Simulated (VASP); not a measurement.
Here is a VASP 6.6.1 calculation.

Contents of INCAR:

```
SYSTEM = Cd
  PREC = Accurate
  ENCUT = 520
  EDIFF = 1E-6
  ISMEAR = -1
  SIGMA = 0.05
  LREAL = .FALSE.
  LASPH = .TRUE.
  NELM = 60
  ALGO = Fast
  ISIF = 2
  LWAVE = .FALSE.
  LCHARG = .FALSE.
  GGA = PS
  NBANDS = 19
```

The input KPOINTS:

```
regular mesh
0
G
  10 10 5
  0 0 0
```

The input POSCAR:

```
Cd
1.0
    2.9386100647      0.0000000000      0.0000000000
   -1.4693050324      2.5449109679      0.0000000000
    0.0000000000      0.0000000000      5.5417265037
Cd
2
Direct
    0.6666666667      0.3333333333      0.7500000000
    0.3333333333      0.6666666667      0.2500000000
```

Potentials or basis: VASP PAW PBE potentials, release 64 (Cd).

Command:

```sh
$ cat potpaw_PBE.64/Cd/POTCAR > POTCAR
$ mpirun -np 1 vasp_std > vasp.out
```

Question: What does it give for the pressure?

Answer: 1.4 GPa.

Question: Predict the band gap on the k mesh.

Answer: Zero (band 12 reaches 4.15 eV, above the bottom of band 13 at 0.08 eV).

Stress tensor (GPa, compression positive):
```
2.02 0.00 0.00
0.00 2.02 0.00
0.00 0.00 0.03
```

Caveat: the PAW data sets were made with another functional, which shifts forces and pressure a little.
